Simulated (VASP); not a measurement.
# Rh (Pm-3m) in VASP: single point with PBEsol

Aim: the single point of Rh with PBEsol.

Program: VASP 6.6.1. These are calculated values, not measurements. Logs are shortened: lines on timing, memory, paths and dates and some standing lists are left out, and cuts for length are marked.

**1. The cell of the first run**

The structure is cubic, space group Pm-3m (No. 221). The conventional cell has a = 4.094 Å, b = 4.094 Å, c = 4.094 Å, α = 90.00°, β = 90.00°, γ = 90.00°. Rh (site symmetry m-3m) has 6 Rh at 4.09 Å within 5.4 Å.

**2. Single point, PBEsol**

Contents of INCAR:

```
SYSTEM = Rh
PREC     = Accurate       ! precision mode
ENCUT    = 500            ! plane-wave cutoff, eV
EDIFF    = 1E-6           ! SCF threshold, eV
ISMEAR   = 1              ! smearing method
SIGMA    = 0.1            ! smearing width, eV
LREAL    = .FALSE.        ! projectors in reciprocal space
LASPH    = .TRUE.         ! aspherical terms in the spheres
NELM     = 120            ! most SCF steps
ALGO     = Normal         ! electronic algorithm
ISIF     = 2              ! what is computed and relaxed
LWAVE    = .FALSE.        ! write WAVECAR
LCHARG   = .TRUE.         ! write CHGCAR
GGA      = PS             ! functional
LELF     = .TRUE.         ! ELF
LVHAR    = .TRUE.       
NBANDS   = 14             ! bands
GGA_COMPAT= .FALSE.
```

Contents of KPOINTS:

```
regular mesh
0
G
  6 6 6
  0 0 0
```

Contents of POSCAR:

```
Rh
1.0
    4.0944550000      0.0000000000      0.0000000000
    0.0000000000      4.0944550000      0.0000000000
    0.0000000000      0.0000000000      4.0944550000
Rh
1
Direct
    0.5000000000      0.5000000000      0.5000000000
```

Potentials or basis: VASP PAW PBE potentials, release 64 (Rh_pv).

Command:

```
$ cat potpaw_PBE.64/Rh_pv/POTCAR > POTCAR
$ mpirun -np 1 vasp_std > vasp.out
```

OUTCAR:

```text
SYSTEM = Rh
   PREC = Accurate
   ENCUT = 500
   EDIFF = 1E-6
   ISMEAR = 1
   LREAL = .FALSE.
   LASPH = .TRUE.
   NELM = 120
   ISIF = 2
   GGA = PS

 ion  position               nearest neighbor table
   1  0.500  0.500  0.500-

  LATTYP: Found a simple cubic cell.
 ALAT       =     4.0944550000

  Lattice vectors:

 A1 = (   4.0944550000,   0.0000000000,   0.0000000000)
 A2 = (   0.0000000000,   4.0944550000,   0.0000000000)
 A3 = (   0.0000000000,   0.0000000000,   4.0944550000)

Analysis of symmetry for initial positions (statically):
=====================================================================
 Subroutine PRICEL returns:
 Original cell was already a primitive cell.

 Routine SETGRP: Setting up the symmetry group for a
 simple cubic supercell.

 Subroutine GETGRP returns: Found 48 space group operations
 (whereof 48 operations were pure point group operations)
 out of a pool of 48 trial point group operations.

The static configuration has the point symmetry O_h .

Analysis of symmetry for dynamics (positions and initial velocities):
=====================================================================
 Subroutine PRICEL returns:
 Original cell was already a primitive cell.

 Routine SETGRP: Setting up the symmetry group for a
 simple cubic supercell.

 Subroutine GETGRP returns: Found 48 space group operations
 (whereof 48 operations were pure point group operations)
 out of a pool of 48 trial point group operations.

The dynamic configuration has the point symmetry O_h .

 Subroutine INISYM returns: Found 48 space group operations
 (whereof 48 operations are pure point group operations),
 and found     1 'primitive' translations

----------------------------------------------------------------------------------------

                                     Primitive cell

  volume of cell :      68.6417

  direct lattice vectors                    reciprocal lattice vectors
     4.094455000  0.000000000  0.000000000     0.244232749  0.000000000  0.000000000
     0.000000000  4.094455000  0.000000000     0.000000000  0.244232749  0.000000000
     0.000000000  0.000000000  4.094455000     0.000000000  0.000000000  0.244232749

  length of vectors
     4.094455000  4.094455000  4.094455000     0.244232749  0.244232749  0.244232749

  position of ions in fractional coordinates (direct lattice)
     0.500000000  0.500000000  0.500000000

  ion indices of the primitive-cell ions
   primitive index   ion index
                 1           1

----------------------------------------------------------------------------------------

 KPOINTS: regular mesh

Automatic generation of k-mesh.
 Grid dimensions read from file:
 generate k-points for:    6    6    6

 Generating k-lattice:

  Cartesian coordinates                     Fractional coordinates (reciprocal lattice)
     0.040705458  0.000000000  0.000000000     0.166666667  0.000000000  0.000000000
     0.000000000  0.040705458  0.000000000     0.000000000  0.166666667  0.000000000
     0.000000000  0.000000000  0.040705458     0.000000000  0.000000000  0.166666667

  Length of vectors
     0.040705458  0.040705458  0.040705458

  Shift w.r.t. Gamma in fractional coordinates (k-lattice)
     0.000000000  0.000000000  0.000000000

 Subroutine IBZKPT returns following result:
 ===========================================

 Found     20 irreducible k-points:

 Following reciprocal coordinates:
            Coordinates               Weight
  0.000000  0.000000  0.000000      1.000000
  0.166667  0.000000  0.000000      6.000000
  0.333333  0.000000  0.000000      6.000000
  0.500000  0.000000  0.000000      3.000000
  0.166667  0.166667  0.000000     12.000000
  0.333333  0.166667  0.000000     24.000000
[... 12 lines left out ...]
  0.500000  0.500000  0.333333      6.000000
  0.500000  0.500000  0.500000      1.000000
   k-points           NKPTS =     20   k-points in BZ     NKDIM =     20   number of bands    NBANDS=     14
   number of dos      NEDOS =    301   number of ions     NIONS =      1
   total plane-waves  NPLWV =  27000
   dimension x,y,z NGX =    30 NGY =   30 NGZ =   30
   dimension x,y,z NGXF=    60 NGYF=   60 NGZF=   60
   ions per type =               1
   NGX,Y,Z   is equivalent  to a cutoff of  12.18, 12.18, 12.18 a.u.
   NGXF,Y,Z  is equivalent  to a cutoff of  24.36, 24.36, 24.36 a.u.
 SYSTEM =  Rh
   PREC   = accura    normal or accurate (medium, high low for compatibility)
   ISTART =      0    job   : 0-new  1-cont  2-samecut
   ICHARG =      2    charge: 1-file 2-atom 10-const
   ISPIN  =      1    spin polarized calculation?
   LNONCOLLINEAR =      F non collinear calculations
   LSORBIT =      F    spin-orbit coupling
   LASPH  =      T    aspherical Exc in radial PAW
   ENCUT  =  500.0 eV  36.75 Ry    6.06 a.u.   7.47  7.47  7.47*2*pi/ulx,y,z
   NELM   =    120;   NELMIN=  2; NELMDL= -5     # of ELM steps
   EDIFF  = 0.1E-05   stopping-criterion for ELM
   LREAL  =      F    real-space projection
   EDIFFG = 0.1E-04   stopping-criterion for IOM
   NSW    =      0    number of steps for IOM
   IBRION =     -1    ionic relax: 0-MD 1-quasi-New 2-CG
   NFREE  =      0    steps in history (QN), initial steepest desc. (CG)
   ISIF   =      2    stress and relaxation
   ISYM   =      2    0-nonsym 1-usesym 2-fastsym
   POTIM  = 0.5000    time-step for ionic-motion
   TEBEG  =    0.0;   TEEND  =   0.0 temperature during run
   PSTRESS=    0.0 pullay stress
   NELECT =      15.0000    total number of electrons
   NUPDOWN=      -1.0000    fix difference up-down
   EMIN   =  10.00;   EMAX   =-10.00  energy-range for DOS
   EFERMI =   0.00;   METHOD = LEGACY
   ISMEAR =     1;   SIGMA  =   0.10  broadening in eV -4-tet -1-fermi 0-gaus
   EFERMI_NEDOS =   21; number of points for ismear=-14 and -15
   IALGO  =     38    algorithm
   IMIX   =      4    mixing-type and parameters
     AMIX     =   0.40;   BMIX     =  1.00
     AMIX_MAG =   1.60;   BMIX_MAG =  1.00
  volume/ion in A,a.u.               =      68.64       463.22
  Fermi-wavevector in a.u.,A,eV,Ry     =   0.986073  1.863408 13.229493  0.972340
  Thomas-Fermi vector in A             =   2.117427
   LORBIT       =      0    0 simple, 1 ext, 2 COOP (PROOUT), +10 PAW based schemes
   GGA     = PS    functional components
   LHFCALC =     F    Hartree Fock is set to
   AEXX    =    0.0000 exact exchange contribution
   IVDW    =     0    specifies the selected vdW correction
   LEPSILON=     F    determine dielectric tensor
   LRPA    =     F    only Hartree local field effects (RPA)
 non-spin polarized calculation
 Methfessel and Paxton  Order N= 1 SIGMA  =   0.10
  energy-cutoff  :      500.00
  volume of cell :       68.64
 maximum number of plane-waves:      1775
 NGX is ok and might be reduce to    30
   NGX = 15   NGY = 15   NGZ = 15

 number of electron      15.0000012 magnetization

 Free energy of the ion-electron system (eV)
  ---------------------------------------------------
  ext. energy  EPLUGINS =         0.00000000
  ---------------------------------------------------
  free energy    TOTEN  =        -2.06177153 eV

  energy without entropy =       -2.04892209  energy(sigma->0) =       -2.05748838

 E-fermi :  -1.6804     XC(G=0):  -6.0759

 val. band max:       -1.6807444186   @ k =   0.1667   0.0000   0.0000
 cond. band min:      -1.6798308983   @ k =   0.1667   0.1667   0.0000
 fundamental gap:      0.0009135203
 Fermi energy:        -1.6803863862

 k-point     1 :       0.0000    0.0000    0.0000
  band No.  band energies     occupation
      1     -46.0791      2.00000
      2     -46.0791      2.00000
      3     -46.0791      2.00000
      4      -2.8870      2.00000
      5      -2.2361      2.00000
      6      -2.2361      2.00000
      7      -1.6370      0.33626
      8      -1.6370      0.33626
      9      -1.6370      0.33626
     10       6.2636      0.00000
     11       6.2636      0.00000
     12       6.2636      0.00000
     13       7.9227      0.00000
     14       8.8082      0.00000

 k-point     2 :       0.1667    0.0000    0.0000
  band No.  band energies     occupation
      1     -46.0796      2.00000
      2     -46.0790      2.00000
      3     -46.0790      2.00000
      4      -2.6582      2.00000
      5      -2.2230      2.00000
      6      -2.1340      2.00000
      7      -1.6807      1.00606
      8      -1.6807      1.00606
      9      -1.6333      0.29238
     10       4.2897      0.00000
     11       6.5502      0.00000
     12       6.5502      0.00000
     13       8.3599      0.00000
     14       8.9518      0.00000

 k-point     3 :       0.3333    0.0000    0.0000
  band No.  band energies     occupation
      1     -46.0806      2.00000
      2     -46.0790      2.00000
      3     -46.0790      2.00000
      4      -2.3325      2.00000
      5      -2.1967      2.00000
      6      -1.7651      2.00236
      7      -1.7651      2.00236
      8      -1.6259      0.21206
      9      -1.5330     -0.05760
     10       1.9751      0.00000
     11       7.2714      0.00000
     12       7.2714      0.00000
     13       8.8871      0.00000
     14       9.3848      0.00000
[... 256 lines left out ...]
 k-point    19 :       0.5000    0.5000    0.3333
  band No.  band energies     occupation
      1     -46.0809      2.00000
      2     -46.0809      2.00000
      3     -46.0804      2.00000
      4      -2.0805      2.00000
      5      -1.9963      2.00007
      6      -1.9963      2.00007
      7      -1.6659      0.75841
      8      -1.5119     -0.03846
      9       1.6549      0.00000
     10       3.0099      0.00000
     11       3.0099      0.00000
     12       5.0958      0.00000
     13       5.6579      0.00000
     14       7.6967      0.00000

 k-point    20 :       0.5000    0.5000    0.5000
  band No.  band energies     occupation
      1     -46.0809      2.00000
      2     -46.0809      2.00000
      3     -46.0809      2.00000
      4      -2.0599      2.00000
      5      -2.0599      2.00000
      6      -2.0599      2.00000
      7      -1.5095     -0.03631
      8      -1.5095     -0.03631
      9       2.5577      0.00000
     10       3.4857      0.00000
     11       3.4857      0.00000
     12       3.4857      0.00000
     13       6.5536      0.00000
     14       6.8348      0.00000

------------------------ aborting loop because EDIFF is reached ----------------------------------------

  FORCE on cell =-STRESS in cart. coord.  units (eV):
  Direction    XX          YY          ZZ          XY          YZ          ZX
  --------------------------------------------------------------------------------------
  -------------------------------------------------------------------------------------
  Total       -2.1264689     -2.1264689     -2.1264689      0.0000000      0.0000000      0.0000000
  in kB      -49.6342330    -49.6342330    -49.6342330      0.0000000      0.0000000      0.0000000
  external PRESSURE =     -49.6342330 kB  Pullay stress =       0.0000000 kB

 VOLUME and BASIS-vectors are now :
 -----------------------------------------------------------------------------
  energy-cutoff  :      500.00
  volume of cell :       68.64
      direct lattice vectors                 reciprocal lattice vectors
     4.094455000  0.000000000  0.000000000     0.244232749  0.000000000  0.000000000
     0.000000000  4.094455000  0.000000000     0.000000000  0.244232749  0.000000000
     0.000000000  0.000000000  4.094455000     0.000000000  0.000000000  0.244232749

 POSITION                                       TOTAL-FORCE (eV/Angst)
 -----------------------------------------------------------------------------------
      2.04723      2.04723      2.04723         0.000000      0.000000      0.000000
 -----------------------------------------------------------------------------------
    total drift:                                0.000000      0.000000      0.000000

  FREE ENERGIE OF THE ION-ELECTRON SYSTEM (eV)
  ---------------------------------------------------
  free  energy   TOTEN  =        -2.0617715271 eV

  energy  without entropy=       -2.0489220877  energy(sigma->0) =       -2.05748838
```

It took 24 s on 1 thread of Intel Xeon 8259CL, shared host; peak memory 0.16 GiB.

What came out:

| Item | Value |
| --- | --- |
| Free energy | -2.0618 eV |
| Pressure | -5.0 GPa |

Levels at points of the mesh, in eV from the Fermi level:
```csv
k point,band 4,band 5,band 6,band 7,band 8,band 9,band 10,band 11
"(0.00, 0.00, 0.00)",-1.21,-0.56,-0.56,0.04,0.04,0.04,7.94,7.94
"(0.50, 0.00, 0.00)",-0.57,-0.50,-0.13,-0.13,0.06,1.08,2.18,9.47
"(0.50, 0.50, 0.00)",-0.46,-0.45,-0.10,-0.10,0.16,2.57,3.71,3.71
"(0.50, 0.50, 0.50)",-0.38,-0.38,-0.38,0.17,0.17,4.24,5.17,5.17
```

Caveat: the PAW data sets were made with another functional, which shifts forces and pressure a little.
